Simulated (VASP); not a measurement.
Write the native input for VASP 6.6.1 that does the following.

```yaml
Task: single point
Functional: LDA
Potentials_or_basis: VASP PAW LDA potentials, release 64 (Ta_pv)
Cutoff: 520 eV
k_mesh: 24 × 24 × 24
Occupations: fermi-dirac, width 0.08 eV
Spin: no spin polarisation
Dipole_correction: no
Further_INCAR_settings: ALGO = Normal; EDIFF = 1e-07; NBANDS = 12
```

The structure of Ta lies in POSCAR:

```
Ta
1.0
   -1.5940651532      1.5940651532      1.5940651532
    1.5940651532     -1.5940651532      1.5940651532
    1.5940651532      1.5940651532     -1.5940651532
Ta
1
Direct
    0.0000000000      0.0000000000      0.0000000000
```

One way to write it, as run:

INCAR

```
PREC = Accurate ; ENCUT = 520
EDIFF = 1E-7 ; ISMEAR = -1
SIGMA = 0.08 ; LREAL = F
LASPH = T ; NELM = 60
ALGO = Normal ; ISIF = 2
LWAVE = F ; LCHARG = F
NBANDS = 12
```

KPOINTS

```
regular mesh
0
Gamma
  24 24 24
```

Potentials or basis: VASP PAW LDA potentials, release 64 (Ta_pv).

Launch:

```console
$ cat potpaw_LDA.64/Ta_pv/POTCAR > POTCAR
$ mpirun -np 1 vasp_std > vasp.out
```

Results of the run:

| Item | Value |
| --- | --- |
| Pressure | 16.1 GPa |
| Band gap on the k mesh | zero (an odd number of electrons rules out a gap without spin polarisation) |

Caveat: the cell stands under pressure; spin-orbit coupling is left out, which moves the levels of the heavy elements.

Run time: 100 s on 1 thread of AMD EPYC 7R13, with other jobs on the host, peak memory 0.17 GiB.
